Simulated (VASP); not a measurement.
Set up this calculation in VASP 6.6.1, as the native input.

| Property | Result |
| --- | --- |
| Task | single point |
| Functional | r2SCAN |
| Potentials or basis | VASP PAW PBE potentials, release 64 (Bi_d, Te) |
| Cutoff | 520 eV |
| k mesh | 10 × 10 × 10 |
| Occupations | gaussian, width 0.05 eV |
| Spin | no spin polarisation |
| Dipole correction | no |
| Further INCAR settings | ALGO = Normal; EDIFF = 1e-06; NBANDS = 18 |

The system is BiTe.

```
CELL_PARAMETERS angstrom
3.91331 0.00000 0.00000
0.00000 3.91331 0.00000
0.00000 0.00000 3.91331
ATOMIC_POSITIONS crystal
Bi 0.00000 0.00000 0.00000
Te 0.50000 0.50000 0.50000
```

The input as run:

POSCAR

```
BiTe
1.0
    3.9133058495      0.0000000000      0.0000000000
    0.0000000000      3.9133058495      0.0000000000
    0.0000000000      0.0000000000      3.9133058495
Bi Te
1 1
Direct
    0.0000000000      0.0000000000      0.0000000000
    0.5000000000      0.5000000000      0.5000000000
```

INCAR.step1

```
SYSTEM = BiTe
PREC = Accurate
ENCUT = 520
ISMEAR = 0
SIGMA = 0.05
LREAL = .False.
LASPH = .True.
NELM = 100
NBANDS = 18
GGA = PE
ALGO = Normal
EDIFF = 1E-4
LWAVE = .True.
LCHARG = .False.
```

INCAR.step2

```
SYSTEM = BiTe
PREC = Accurate
ENCUT = 520
EDIFF = 1E-6
ISMEAR = 0
SIGMA = 0.05
LREAL = .False.
LASPH = .True.
NELM = 100
ALGO = Normal
ISIF = 2
LWAVE = .False.
LCHARG = .True.
METAGGA = R2SCAN
LMIXTAU = .True.
LELF = .True.
LVHAR = .True.
NBANDS = 18
ISTART = 1
```

KPOINTS

```
regular mesh
0
Gamma
  10 10 10
  0 0 0
```

Potentials or basis: VASP PAW PBE potentials, release 64 (Bi_d, Te).

The run is started by

```bash
$ cat potpaw_PBE.64/Bi_d/POTCAR potpaw_PBE.64/Te/POTCAR > POTCAR
$ cp INCAR.step1 INCAR
$ mpirun -np 1 vasp_std > vasp.out
$ cp INCAR.step2 INCAR
$ mpirun -np 1 vasp_std > vasp.out
```

It gave:

| Property | Result |
| --- | --- |
| Pressure | -0.4 GPa |
| Band gap on the k mesh | zero (an odd number of electrons rules out a gap without spin polarisation) |

Caveat: the PAW data sets were made with another functional, which shifts forces and pressure a little; spin-orbit coupling is left out, which moves the levels of the heavy elements.

It took 5.5 min on 1 thread of AMD EPYC 7R13 (shared host), peak memory 0.18 GiB.
